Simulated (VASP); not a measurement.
Here is a VASP 6.6.1 calculation.

File INCAR:

```
SYSTEM = BP
ALGO = Normal
EDIFF = 1E-8
ENCUT = 600
IBRION = 6
ISIF = 3
ISMEAR = 0
LASPH = .True.
LCHARG = .False.
LMIXTAU = .True.
LREAL = .False.
LWAVE = .False.
METAGGA = R2SCAN
NELM = 80
NFREE = 2
NSW = 1
POTIM = 0.015
PREC = Accurate
SIGMA = 0.01
```

File KPOINTS:

```
k-points
0
Gamma
  8 8 8
  0 0 0
```

Contents of POSCAR:

```
BP
1.0
    0.0000000000      2.2110775689      2.2110775689
    2.2110775689      0.0000000000      2.2110775689
    2.2110775689      2.2110775689      0.0000000000
B P
1 1
Direct
    0.0000000000      0.0000000000      0.0000000000
    0.7500000000      0.7500000000      0.7500000000
```

Potentials or basis: VASP PAW PBE potentials, release 64 (B, P).

Launch:

```sh
$ cat potpaw_PBE.64/B/POTCAR potpaw_PBE.64/P/POTCAR > POTCAR
$ mpirun -np 1 vasp_std > vasp.out
```

Problem. What does it give for the elastic constants C11, C12, C44?

Solution. 413, 105, 227 GPa.

Problem. Predict the Voigt bulk modulus.

Solution. 208 GPa.

Problem. What does it give for the highest phonon frequency at Γ, LO-TO splitting left out?

Solution. 882 cm⁻¹.

Clamped-ion elastic tensor (GPa):
```
413 105 105   0   0   0
105 413 105   0   0   0
105 105 413   0   0   0
  0   0   0 262   0   0
  0   0   0   0 262   0
  0   0   0   0   0 262
```

Caveat: the cell is under stress, which shifts elastic constants; the PAW data sets were made with another functional, which shifts forces and pressure a little.
